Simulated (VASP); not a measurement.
Write the native input for VASP 6.6.1 that does the following.

```yaml
Task: single point
Functional: r2SCAN
Potentials_or_basis: VASP PAW PBE potentials, release 64 (Li_sv, Cl)
Cutoff: 520 eV
k_mesh: 8 × 8 × 8
Occupations: gaussian, width 0.05 eV
Spin: no spin polarisation
Dipole_correction: no
Further_INCAR_settings: ALGO = Normal; EDIFF = 1e-07; NBANDS = 12
```

Crystal: LiCl.

```xyz
2
Lattice="0.0000 2.5648 2.5648 2.4622 0.0000 2.5648 2.4622 2.5648 0.0000" Properties=species:S:1:pos:R:3 pbc="T T T"
Li    0.0000    0.0000    0.0000
Cl    2.4622    2.5648    2.5648
```

This cell differs from its parent crystal: strain -0.0400 x Voigt [1, 0, 0, 0, 0, 0].

The input as run:

POSCAR

```
LiCl
1.0
    0.0000000000      2.5647600000      2.5647600000
    2.4621696000      0.0000000000      2.5647600000
    2.4621696000      2.5647600000      0.0000000000
Li Cl
1 1
Direct
    0.0000000000      0.0000000000      0.0000000000
    0.5000000000      0.5000000000      0.5000000000
```

INCAR.step1

```
ALGO = Normal
EDIFF = 1E-4
ENCUT = 520
GGA = PE
ISMEAR = 0
LASPH = True
LCHARG = False
LREAL = False
LWAVE = True
NBANDS = 12
NELM = 80
PREC = Accurate
SIGMA = 0.05
```

INCAR.step2

```
ALGO = Normal
EDIFF = 1E-7
ENCUT = 520
ISIF = 2
ISMEAR = 0
ISTART = 1
LASPH = True
LCHARG = False
LMIXTAU = True
LREAL = False
LWAVE = False
METAGGA = R2SCAN
NBANDS = 12
NELM = 80
PREC = Accurate
SIGMA = 0.05
```

KPOINTS

```
k-points
0
Gamma
  8 8 8
```

Potentials or basis: VASP PAW PBE potentials, release 64 (Li_sv, Cl).

The run is started by

```sh
$ cat potpaw_PBE.64/Li_sv/POTCAR potpaw_PBE.64/Cl/POTCAR > POTCAR
$ cp INCAR.step1 INCAR
$ mpirun -np 1 vasp_std > vasp.out
$ cp INCAR.step2 INCAR
$ mpirun -np 1 vasp_std > vasp.out
```

It gave:

```yaml
Band_gap_on_the_k_mesh: 7.52 eV
```

Caveat: the cell differs from its parent crystal (strain -0.0400 x Voigt [1, 0, 0, 0, 0, 0]).

It took 2.5 min on 1 thread of Intel(R) Xeon(R) Platinum 8175M CPU @ 2.50GHz (Skylake/Cascade Lake), on a shared host, peak memory 0.16 GiB.
